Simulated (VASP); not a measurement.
A run of VASP 6.6.1 is set up as follows.

File INCAR:

```
SYSTEM = SnSe
PREC = Accurate ; ENCUT = 520
EDIFF = 1E-6 ; ISMEAR = 0
SIGMA = 0.05 ; LREAL = .FALSE.
LASPH = .TRUE. ; NELM = 60
ALGO = Normal ; ISIF = 2
LWAVE = .FALSE. ; LCHARG = .TRUE.
GGA = CA ; LELF = .TRUE.
LVHAR = .TRUE. ; NBANDS = 17
```

Contents of KPOINTS:

```
regular mesh
0
G
  8 8 8
  0 0 0
```

POSCAR

```
SnSe
1.0
    0.0000000000      2.8595000000      2.9347500000
    2.8595000000      0.0000000000      2.9347500000
    2.8595000000      2.8595000000      0.0000000000
Sn Se
1 1
Direct
    0.0000000000      0.0000000000      0.0000000000
    0.5000000000      0.5000000000      0.5000000000
```

Potentials or basis: VASP PAW LDA potentials, release 64 (Sn_d, Se).

Launch:

```console
$ cat potpaw_LDA.64/Sn_d/POTCAR potpaw_LDA.64/Se/POTCAR > POTCAR
$ mpirun -np 1 vasp_std > vasp.out
```

Estimate the pressure.

4.7 GPa.

Estimate the band gap on the k mesh.

0.61 eV, indirect (least direct gap 0.77 eV).

Stress tensor (GPa, compression positive):
```
6.31 0.00 0.00
0.00 6.31 0.00
0.00 0.00 1.56
```

Caveat: the cell differs from its parent crystal (strain -0.050 along x and y, -0.025 along z); spin-orbit coupling is left out, which moves the levels of the heavy elements. A k mesh can miss the band edges.
